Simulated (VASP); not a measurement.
# AgCl (zincblende type) (F-43m) in VASP: notebook

The runs below take AgCl (zincblende type) through single point, relaxation of cell and atoms, with PBE.

All numbers are computed with VASP 6.6.1; they aren't measurements. Logs are shortened: lines on timing, memory, paths and dates and some standing lists are left out, and cuts for length are marked.

### 1 The cell of the first run

The structure is cubic, space group F-43m (No. 216). The conventional cell has a = 6.099 Å, b = 6.099 Å, c = 6.099 Å, α = 90.00°, β = 90.00°, γ = 90.00°. Ag (site symmetry -43m) has 4 Cl at 2.64 Å within 3.5 Å. Within 3.5 Å of Cl (site symmetry -43m) lie 4 Ag at 2.64 Å.

### 2 Single point, PBE (volume scaled by 1.02)

The input, INCAR:

```
ALGO = Normal ; EDIFF = 1E-6
ENCUT = 520 ; GGA = PE
ISIF = 2 ; ISMEAR = -1
LASPH = True ; LCHARG = True
LELF = True ; LREAL = False
LVHAR = True ; LWAVE = False
NBANDS = 16 ; NELM = 60
PREC = Accurate ; SIGMA = 0.03
```

The input, KPOINTS:

```
k-points
0
Gamma
  11 11 11
```

The input, POSCAR:

```
AgCl
1.0
    0.0000000000      3.0496117332      3.0496117332
    3.0496117332      0.0000000000      3.0496117332
    3.0496117332      3.0496117332      0.0000000000
Ag Cl
1 1
Direct
    0.0000000000      0.0000000000      0.0000000000
    0.2500000000      0.2500000000      0.2500000000
```

Potentials or basis: VASP PAW PBE potentials, release 64 (Ag, Cl).

On the command line:

```bash
$ cat potpaw_PBE.64/Ag/POTCAR potpaw_PBE.64/Cl/POTCAR > POTCAR
$ mpirun -np 1 vasp_std > vasp.out
```

OUTCAR:

```text
EDIFF = 1E-6
   ENCUT = 520
   GGA = PE
   ISIF = 2
   ISMEAR = -1
   LASPH = True
   LREAL = False
   NELM = 60
   PREC = Accurate

 ion  position               nearest neighbor table
   1  0.000  0.000  0.000-   2 2.64   2 2.64   2 2.64   2 2.64
   2  0.250  0.250  0.250-   1 2.64   1 2.64   1 2.64   1 2.64

  LATTYP: Found a face centered cubic cell.
 ALAT       =     6.0992234664

  Lattice vectors:

 A1 = (   0.0000000000,   3.0496117332,   3.0496117332)
 A2 = (   3.0496117332,   0.0000000000,   3.0496117332)
 A3 = (   3.0496117332,   3.0496117332,   0.0000000000)

Analysis of symmetry for initial positions (statically):
=====================================================================
 Subroutine PRICEL returns:
 Original cell was already a primitive cell.

 Routine SETGRP: Setting up the symmetry group for a
 face centered cubic supercell.

 Subroutine GETGRP returns: Found 24 space group operations
 (whereof 24 operations were pure point group operations)
 out of a pool of 48 trial point group operations.

The static configuration has the point symmetry T_d .

Analysis of symmetry for dynamics (positions and initial velocities):
=====================================================================
 Subroutine PRICEL returns:
 Original cell was already a primitive cell.

 Routine SETGRP: Setting up the symmetry group for a
 face centered cubic supercell.

 Subroutine GETGRP returns: Found 24 space group operations
 (whereof 24 operations were pure point group operations)
 out of a pool of 48 trial point group operations.

The dynamic configuration has the point symmetry T_d .

 Subroutine INISYM returns: Found 24 space group operations
 (whereof 24 operations are pure point group operations),
 and found     1 'primitive' translations

----------------------------------------------------------------------------------------

                                     Primitive cell

  volume of cell :      56.7236

  direct lattice vectors                    reciprocal lattice vectors
     0.000000000  3.049611733  3.049611733    -0.163955298  0.163955298  0.163955298
     3.049611733  0.000000000  3.049611733     0.163955298 -0.163955298  0.163955298
     3.049611733  3.049611733  0.000000000     0.163955298  0.163955298 -0.163955298

  length of vectors
     4.312802273  4.312802273  4.312802273     0.283978906  0.283978906  0.283978906

  position of ions in fractional coordinates (direct lattice)
     0.000000000  0.000000000  0.000000000
     0.250000000  0.250000000  0.250000000

  ion indices of the primitive-cell ions
   primitive index   ion index
                 1           1
                 2           2

----------------------------------------------------------------------------------------

 KPOINTS: k-points

Automatic generation of k-mesh.
 Grid dimensions read from file:
 generate k-points for:   11   11   11

 Generating k-lattice:

  Cartesian coordinates                     Fractional coordinates (reciprocal lattice)
    -0.014905027  0.014905027  0.014905027     0.090909091  0.000000000  0.000000000
     0.014905027 -0.014905027  0.014905027     0.000000000  0.090909091  0.000000000
     0.014905027  0.014905027 -0.014905027     0.000000000  0.000000000  0.090909091

  Length of vectors
     0.025816264  0.025816264  0.025816264

  Shift w.r.t. Gamma in fractional coordinates (k-lattice)
     0.000000000  0.000000000  0.000000000

 Subroutine IBZKPT returns following result:
 ===========================================

 Found     56 irreducible k-points:

 Following reciprocal coordinates:
            Coordinates               Weight
  0.000000  0.000000  0.000000      1.000000
  0.090909  0.000000  0.000000      8.000000
  0.181818  0.000000  0.000000      8.000000
  0.272727  0.000000  0.000000      8.000000
  0.363636  0.000000  0.000000      8.000000
  0.454545  0.000000  0.000000      8.000000
[... 16 lines left out ...]
 -0.272727  0.181818  0.000000     24.000000
 -0.181818  0.181818  0.000000     12.000000
 [... further k-points ...]
   k-points           NKPTS =     56   k-points in BZ     NKDIM =     56   number of bands    NBANDS=     16
   number of dos      NEDOS =    301   number of ions     NIONS =      2
   total plane-waves  NPLWV =  32768
   dimension x,y,z NGX =    32 NGY =   32 NGZ =   32
   dimension x,y,z NGXF=    64 NGYF=   64 NGZF=   64
   ions per type =               1   1
   NGX,Y,Z   is equivalent  to a cutoff of  12.34, 12.34, 12.34 a.u.
   NGXF,Y,Z  is equivalent  to a cutoff of  24.67, 24.67, 24.67 a.u.
 SYSTEM =  unknown system
   PREC   = accura    normal or accurate (medium, high low for compatibility)
   ISTART =      0    job   : 0-new  1-cont  2-samecut
   ICHARG =      2    charge: 1-file 2-atom 10-const
   ISPIN  =      1    spin polarized calculation?
   LNONCOLLINEAR =      F non collinear calculations
   LSORBIT =      F    spin-orbit coupling
   LASPH  =      T    aspherical Exc in radial PAW
   ENCUT  =  520.0 eV  38.22 Ry    6.18 a.u.   8.02  8.02  8.02*2*pi/ulx,y,z
   NELM   =     60;   NELMIN=  2; NELMDL= -5     # of ELM steps
   EDIFF  = 0.1E-05   stopping-criterion for ELM
   LREAL  =      F    real-space projection
   EDIFFG = 0.1E-04   stopping-criterion for IOM
   NSW    =      0    number of steps for IOM
   IBRION =     -1    ionic relax: 0-MD 1-quasi-New 2-CG
   NFREE  =      0    steps in history (QN), initial steepest desc. (CG)
   ISIF   =      2    stress and relaxation
   ISYM   =      2    0-nonsym 1-usesym 2-fastsym
   POTIM  = 0.5000    time-step for ionic-motion
   TEBEG  =    0.0;   TEEND  =   0.0 temperature during run
   PSTRESS=    0.0 pullay stress
   NELECT =      18.0000    total number of electrons
   NUPDOWN=      -1.0000    fix difference up-down
   EMIN   =  10.00;   EMAX   =-10.00  energy-range for DOS
   EFERMI =   0.00;   METHOD = LEGACY
   ISMEAR =    -1;   SIGMA  =   0.03  broadening in eV -4-tet -1-fermi 0-gaus
   EFERMI_NEDOS =   21; number of points for ismear=-14 and -15
   IALGO  =     38    algorithm
   IMIX   =      4    mixing-type and parameters
     AMIX     =   0.40;   BMIX     =  1.00
     AMIX_MAG =   1.60;   BMIX_MAG =  1.00
  volume/ion in A,a.u.               =      28.36       191.39
  Fermi-wavevector in a.u.,A,eV,Ry     =   1.116635  2.110134 16.964738  1.246873
  Thomas-Fermi vector in A             =   2.253250
   LORBIT       =      0    0 simple, 1 ext, 2 COOP (PROOUT), +10 PAW based schemes
   GGA     = PE    functional components
   LHFCALC =     F    Hartree Fock is set to
   AEXX    =    0.0000 exact exchange contribution
   IVDW    =     0    specifies the selected vdW correction
   LEPSILON=     F    determine dielectric tensor
   LRPA    =     F    only Hartree local field effects (RPA)
 non-spin polarized calculation
  energy-cutoff  :      520.00
  volume of cell :       56.72
 maximum number of plane-waves:      1550
   NGX = 17   NGY = 17   NGZ = 17

 number of electron      18.0000001 magnetization

 Free energy of the ion-electron system (eV)
  ---------------------------------------------------
  ext. energy  EPLUGINS =         0.00000000
  ---------------------------------------------------
  free energy    TOTEN  =        -5.45088115 eV

  energy without entropy =       -5.45088115  energy(sigma->0) =       -5.45088115

 E-fermi :   1.8787     XC(G=0):  -8.2767

 val. band max:        1.2056085878   @ k =   0.0000   0.0000   0.0000
 cond. band min:       2.5225784420   @ k =   0.0000   0.0000   0.0000
 fundamental gap:      1.3169698542
 Fermi energy:         1.8787165004

 k-point     1 :       0.0000    0.0000    0.0000
  band No.  band energies     occupation
      1     -13.3506      2.00000
      2      -2.5590      2.00000
      3      -2.5590      2.00000
      4      -2.5590      2.00000
      5      -0.7491      2.00000
      6      -0.7491      2.00000
[... 8 lines left out ...]
     15      13.7905      0.00000
     16      13.7957      0.00000

 k-point     2 :       0.0909    0.0000    0.0000
  band No.  band energies     occupation
      1     -13.3387      2.00000
      2      -2.5797      2.00000
      3      -2.5441      2.00000
      4      -2.5441      2.00000
      5      -0.7514      2.00000
      6      -0.7514      2.00000
[... 8 lines left out ...]
     15      13.4433      0.00000
     16      14.1657      0.00000

 k-point     3 :       0.1818    0.0000    0.0000
  band No.  band energies     occupation
      1     -13.3065      2.00000
      2      -2.6227      2.00000
      3      -2.5043      2.00000
      4      -2.5043      2.00000
      5      -0.7533      2.00000
      6      -0.7533      2.00000
[... 8 lines left out ...]
     15      13.0457      0.00000
     16      13.9004      0.00000

 k-point     4 :       0.2727    0.0000    0.0000
  band No.  band energies     occupation
      1     -13.2639      2.00000
      2      -2.6497      2.00000
      3      -2.4536      2.00000
      4      -2.4536      2.00000
      5      -0.7438      2.00000
      6      -0.7438      2.00000
[... 8 lines left out ...]
     15      13.0488      0.00000
     16      13.4021      0.00000
[... 324 lines left out ...]
 k-point    22 :      -0.3636    0.1818    0.0000
  band No.  band energies     occupation
      1     -13.1872      2.00000
      2      -2.5291      2.00000
      3      -2.4195      2.00000
      4      -2.3343      2.00000
      5      -0.7400      2.00000
      6      -0.7325      2.00000
[... 8 lines left out ...]
     15      13.3357      0.00000
     16      14.7590      0.00000

 k-point    23 :      -0.2727    0.1818    0.0000
  band No.  band energies     occupation
      1     -13.2135      2.00000
      2      -2.5888      2.00000
      3      -2.4246      2.00000
      4      -2.3829      2.00000
      5      -0.7757      2.00000
      6      -0.6933      2.00000
[... 8 lines left out ...]
     15      14.0336      0.00000
     16      14.8132      0.00000

 k-point    24 :      -0.1818    0.1818    0.0000
  band No.  band energies     occupation
      1     -13.2497      2.00000
      2      -2.6396      2.00000
      3      -2.4383      2.00000
      4      -2.4353      2.00000
      5      -0.7874      2.00000
      6      -0.7042      2.00000
[... 8 lines left out ...]
     15      13.5861      0.00000
     16      15.3702      0.00000

 [... further k-points ...]

------------------------ aborting loop because EDIFF is reached ----------------------------------------

  FORCE on cell =-STRESS in cart. coord.  units (eV):
  Direction    XX          YY          ZZ          XY          YZ          ZX
  --------------------------------------------------------------------------------------
  -------------------------------------------------------------------------------------
  Total       -0.2352858     -0.2352858     -0.2352858     -0.0000000     -0.0000000     -0.0000000
  in kB       -6.6457300     -6.6457300     -6.6457300     -0.0000000     -0.0000000     -0.0000000
  external PRESSURE =      -6.6457300 kB  Pullay stress =       0.0000000 kB

 VOLUME and BASIS-vectors are now :
 -----------------------------------------------------------------------------
  energy-cutoff  :      520.00
  volume of cell :       56.72
      direct lattice vectors                 reciprocal lattice vectors
     0.000000000  3.049611733  3.049611733    -0.163955298  0.163955298  0.163955298
     3.049611733  0.000000000  3.049611733     0.163955298 -0.163955298  0.163955298
     3.049611733  3.049611733  0.000000000     0.163955298  0.163955298 -0.163955298

 POSITION                                       TOTAL-FORCE (eV/Angst)
 -----------------------------------------------------------------------------------
      0.00000      0.00000      0.00000         0.000000      0.000000      0.000000
      1.52481      1.52481      1.52481        -0.000000     -0.000000     -0.000000
 -----------------------------------------------------------------------------------
    total drift:                               -0.000000     -0.000000     -0.000000

  FREE ENERGIE OF THE ION-ELECTRON SYSTEM (eV)
  ---------------------------------------------------
  free  energy   TOTEN  =        -5.4508811462 eV

  energy  without entropy=       -5.4508811462  energy(sigma->0) =       -5.45088115
```

Wall time 15 s (1 thread of Intel Xeon 6975P-C (Granite Rapids), shared host); peak memory 0.2 GiB.

Results:

```yaml
Free_energy: -5.4509 eV
Pressure: -0.7 GPa
Band_gap_on_the_k_mesh: 1.32 eV, direct
```

Levels at points of the mesh, in eV from the valence-band top:
```csv
k point,band 5,band 6,band 7,band 8,band 9,band 10,band 11,band 12,band 13,band 14
"(0.00, 0.00, 0.00)",-1.95,-1.95,0.00,0.00,0.00,1.32,8.13,8.13,8.13,12.58
```

Caveat: the cell differs from its parent crystal (volume scaled by 1.02).

### 3 Single point, PBE (volume scaled by 1.06)

The input, INCAR:

```
ALGO = Normal
EDIFF = 1E-7
ENCUT = 520
GGA = PE
ISIF = 2
ISMEAR = -1
LASPH = True
LCHARG = False
LREAL = False
LWAVE = False
NBANDS = 16
NELM = 80
PREC = Accurate
SIGMA = 0.03
```

KPOINTS is that of step 2.

The input, POSCAR:

```
AgCl
1.0
    0.0000000000      3.0889659025      3.0889659025
    3.0889659025      0.0000000000      3.0889659025
    3.0889659025      3.0889659025      0.0000000000
Ag Cl
1 1
Direct
    0.0000000000      0.0000000000      0.0000000000
    0.2500000000      0.2500000000      0.2500000000
```

Potentials or basis: VASP PAW PBE potentials, release 64 (Ag, Cl).

On the command line:

```bash
$ cat potpaw_PBE.64/Ag/POTCAR potpaw_PBE.64/Cl/POTCAR > POTCAR
$ mpirun -np 1 vasp_std > vasp.out
```

Run time: 17 s. Hardware: 1 thread of Intel Xeon 6975P-C (Granite Rapids), shared host; peak memory 0.2 GiB.

Results (log left out):

* Free energy: -5.4356 eV
* Pressure: -1.6 GPa
* Band gap on the k mesh: 1.36 eV, direct

Levels at points of the mesh, in eV from the valence-band top:
```csv
k point,band 5,band 6,band 7,band 8,band 9,band 10,band 11,band 12,band 13,band 14
"(0.00, 0.00, 0.00)",-1.85,-1.85,0.00,0.00,0.00,1.36,8.16,8.16,8.16,12.40
```

Caveat: the cell differs from its parent crystal (volume scaled by 1.06).

### 4 Relaxation of cell and atoms, PBE

This run uses another cell than the first one, of 22.39 Å³/atom, 0.789 times its volume.

The input, INCAR:

```
ALGO     = Normal         # electronic algorithm
EDIFF    = 1E-6           # SCF threshold, eV
EDIFFG   = -0.005         # ionic threshold
ENCUT    = 600            # plane-wave cutoff, eV
GGA      = PE             # functional
IBRION   = 2              # ionic algorithm
ISIF     = 3              # what is computed and relaxed
ISMEAR   = -1             # smearing method
LASPH    = T              # aspherical terms in the spheres
LCHARG   = F              # write CHGCAR
LREAL    = F              # projectors in reciprocal space
LWAVE    = F              # write WAVECAR
NELM     = 60             # most SCF steps
NSW      = 100            # ionic steps
PREC     = Accurate       # precision mode
SIGMA    = 0.03           # smearing width, eV
```

KPOINTS is that of step 3.

The input, POSCAR:

```
AgCl
1.0
    0.0000000000      2.8183160756      2.8183160756
    2.8183160756      0.0000000000      2.8183160756
    2.8183160756      2.8183160756      0.0000000000
Ag Cl
1 1
Direct
    0.0000000000      0.0000000000      0.0000000000
    0.2500000000      0.2500000000      0.2500000000
```

On the command line:

```bash
$ cat potpaw_PBE.64/Ag/POTCAR potpaw_PBE.64/Cl/POTCAR > POTCAR
$ mpirun -np 1 vasp_std > vasp.out
```

Run time: 30 s. Hardware: 1 thread of Intel Xeon 6975P-C (Granite Rapids), shared host; peak memory 0.2 GiB.

It converged, with:

```
Free energy                            : -5.4493 eV
Relaxed volume                         : 27.70 Å³/atom
Relaxed cell                           : a = 4.279 Å, b = 4.279 Å, c = 4.279 Å, α = 60.00°, β = 60.00°, γ = 60.00°
Space group after relaxing (to 0.05 Å) : F-43m (No. 216)
Energy gained by relaxing              : 149.5 meV/atom
Ionic steps                            : 3
Pressure after relaxing                : 0.0 GPa
Band gap on the k mesh                 : 1.29 eV, direct
```

Step by step:
```
step  energy change (eV)  largest force (eV/Å)  pressure (GPa)  volume (Å³)
   1              0.0000                0.0000           11.17        44.77
   2             -0.2988                0.0000           -0.12        55.67
   3             -0.2989                0.0000            0.01        55.40
```

Final structure:
```
Ag Cl
1.0
     0.00000    3.02578    3.02578
     3.02578    0.00000    3.02578
     3.02578    3.02578    0.00000
Ag Cl
1 1
Direct
  0.00000 0.00000 0.00000
  0.25000 0.25000 0.25000
```

Levels at points of the mesh, in eV from the valence-band top:
```csv
k point,band 7,band 8,band 9,band 10,band 11,band 12
"(0.00, 0.00, 0.00)",0.00,0.00,0.00,1.29,8.12,8.12
```

Caveat: the volume moved by over 15 % at a fixed basis, so the end points are rough. Expect the measured gap to be larger: semilocal functionals such as PBE lack the derivative discontinuity.

### 5 The runs side by side

```tsv
task	cell	cutoff (eV)	gap on the mesh (eV)	pressure (GPa)
single point	a = 4.313 Å, angles 60.0°, 2 atoms	520	1.32	-0.7
single point	a = 4.368 Å, angles 60.0°, 2 atoms	520	1.36	-1.6
relaxation of cell and atoms	relaxed from a = 3.986 Å, angles 60.0°, 2 atoms	600	1.29	0.0
```

Alike in all rows: level PBE; potentials or basis VASP PAW PBE potentials, release 64 (Ag, Cl); no spin polarisation; k mesh 11 × 11 × 11; smearing fermi-dirac 0.03 eV.

Caveats: the volume moved by over 15 % at a fixed basis, so the end points are rough (some runs).

Absolute energies hang on the potentials; compare differences alone.
